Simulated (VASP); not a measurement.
The system is Sc4Ta.

```
CELL_PARAMETERS angstrom
4.57404 0.00000 0.00000
0.00000 4.57404 0.00000
0.00000 0.00000 4.57404
ATOMIC_POSITIONS crystal
Sc 0.00000 0.50000 0.50000
Sc 0.50000 0.00000 0.50000
Sc 0.50000 0.50000 0.00000
Sc 0.50000 0.50000 0.50000
Ta 0.00000 0.00000 0.00000
```

* Program: VASP 6.6.1
* Task: relaxation of cell and atoms
* Functional: PBE
* Potentials or basis: VASP PAW PBE potentials, release 64 (Sc_sv, Ta_pv)
* Cutoff: 600 eV
* k mesh: 4 × 4 × 4
* Occupations: gaussian, width 0.1 eV
* Spin: no spin polarisation

At the start: pressure 14.0 GPa; volume 19.14 Å³/atom.

Problem. Where does the relaxation end?

Solution. Over 3 steps the energy falls by 151.8 meV/atom and the volume is 23.20 Å³/atom (+21.2 %); space group Pm-3m (No. 221, to 0.05 Å).

Step by step:
```csv
step,energy change (eV),largest force (eV/Å),pressure (GPa),volume (Å³)
1,0.0000,0.0000,13.98,95.70
2,-0.7345,0.0000,-1.70,120.73
3,-0.7592,0.0000,0.09,115.99
```

Final structure:
```
Sc Ta
1.0
     4.87685    0.00000    0.00000
     0.00000    4.87685    0.00000
     0.00000    0.00000    4.87685
Sc Ta
4 1
Direct
  0.00000 0.50000 0.50000
  0.50000 0.00000 0.50000
  0.50000 0.50000 0.00000
  0.50000 0.50000 0.50000
  0.00000 0.00000 0.00000
```

Caveat: the volume moved by over 15 % at a fixed basis, so the end points are rough.
